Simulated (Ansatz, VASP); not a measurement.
**One calculation of P, two programs**

```
P
1.0
     3.00875    0.00000    0.00000
     0.00000   31.93811    0.00000
     0.00000    0.00000    5.51745
P
4
Direct
  0.00000 0.97026 0.59215
  0.00000 0.02974 0.40785
  0.50000 0.02974 0.09215
  0.50000 0.97026 0.90785
```

Alike in both runs: task single point; functional PBEsol; k mesh 10 × 1 × 8; occupations gaussian, width 0.05 eV; no spin polarisation.

```csv
,VASP,Ansatz
version,VASP 6.6.1,Ansatz 0.2.0
potentials or method,"VASP PAW PBE potentials, release 64 (P), cutoff 520 eV","scalar-relativistic, plane waves, PAW"
valence electrons in the cell,20,20
```

VASP gave:

| Item | Value |
| --- | --- |
| gap on the k mesh at the Fermi level (eV) | none |
| rms of the force components (eV/Å) | 1.142 |

Problem. Estimate Ansatz's values.

Solution. gap on the k mesh at the Fermi level (eV): none; rms of the force components (eV/Å): 1.148.

VASP's potentials were made for PBE, not for PBEsol. Atom by atom the forces differ by 0.012 eV/Å (rms over components). A gap of «none» marks a metal or a gap that the smearing closes. With one functional, cell and mesh, what is left measures potentials, basis and numerics.
